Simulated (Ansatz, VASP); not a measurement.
**LiNbO3 in VASP and in Ansatz**

```xyz
10
Lattice="2.4575 1.4189 5.1928 -2.4575 1.4189 5.1928 0.0000 -2.8377 5.1928" Properties=species:S:1:pos:R:3 pbc="T T T"
Li    0.0000    0.0000    3.8946
Li    0.0000    0.0000   11.6838
Nb    0.0000    0.0000    0.0000
Nb    0.0000    0.0000    7.7892
O    -0.6352   -1.4189    6.4910
O     1.5464    0.1593    6.4910
O    -0.9112    1.2595    6.4910
O     0.6352    1.4189    9.0874
O    -1.5464   -0.1593    9.0874
O     0.9112   -1.2595    9.0874
```

Alike in both runs: task single point; functional PBE; k mesh 6 × 6 × 6; occupations gaussian, width 0.05 eV; no spin polarisation.

|  | VASP | Ansatz |
| --- | --- | --- |
| version | VASP 6.6.1 | Ansatz 0.2.0 |
| potentials or method | VASP PAW PBE potentials, release 64 (Li_sv, Nb_sv, O), cutoff 520 eV | scalar-relativistic, plane waves, PAW |
| valence electrons in the cell | 68 | 68 |

```csv
,VASP,Ansatz,Ansatz less VASP
gap on the k mesh at the Fermi level (eV),1.88,1.90,+0.015
least direct gap on the mesh (eV),1.96,1.98,+0.016
rms of the force components (eV/Å),0.182,0.165,-0.0166
```

Atom by atom the forces differ by 0.017 eV/Å (rms over components).

Noted on VASP's run: the cutoff is short for stress, so the pressure is rough.
